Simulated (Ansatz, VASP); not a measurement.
Two plane-wave programs on LiOs2

```
Li Os
1.0
     4.20636    0.00000    0.00000
    -2.10318    3.64282    0.00000
     0.00000    0.00000    5.90505
Li Os
2 4
Cartesian
  0.0000 0.0000 4.4288
  0.0000 0.0000 1.4763
  0.0000 2.4285 0.2672
  0.0000 2.4285 2.6854
  2.1032 1.2143 5.6379
  2.1032 1.2143 3.2197
```

Change from the starting cell: the structure that the rattled AlB2 type (P6/mmm, No. 191) fell into.

Alike in both runs: functional PBE; k mesh 12 × 12 × 6; occupations gaussian, width 0.1 eV; no spin polarisation.

Ansatz relaxed the structure, and its values are those at the end. VASP's run is a single point on that final structure, the one shown.

|  | VASP | Ansatz |
| --- | --- | --- |
| version | VASP 6.6.1 | Ansatz 0.2.0 |
| potentials or method | VASP PAW PBE potentials, release 64 (Li_sv, Os), cutoff 520 eV | scalar-relativistic, plane waves, PAW |
| valence electrons in the cell | 38 | 70 |

Ansatz gave:

```
gap on the k mesh at the Fermi level (eV) : none
rms of the force components (eV/Å)        : 0.002
```

Question: Which values does VASP return?

Answer: gap on the k mesh at the Fermi level (eV): none; rms of the force components (eV/Å): 0.030.

A gap of «none» marks a metal or a gap that the smearing closes. VASP's potentials hold 38 valence electrons a cell and Ansatz's 70, so a difference there can come from the potentials and not from the codes.

Neither program's run includes spin-orbit coupling. Noted on VASP's run: the cutoff is short for stress, so the pressure is rough.
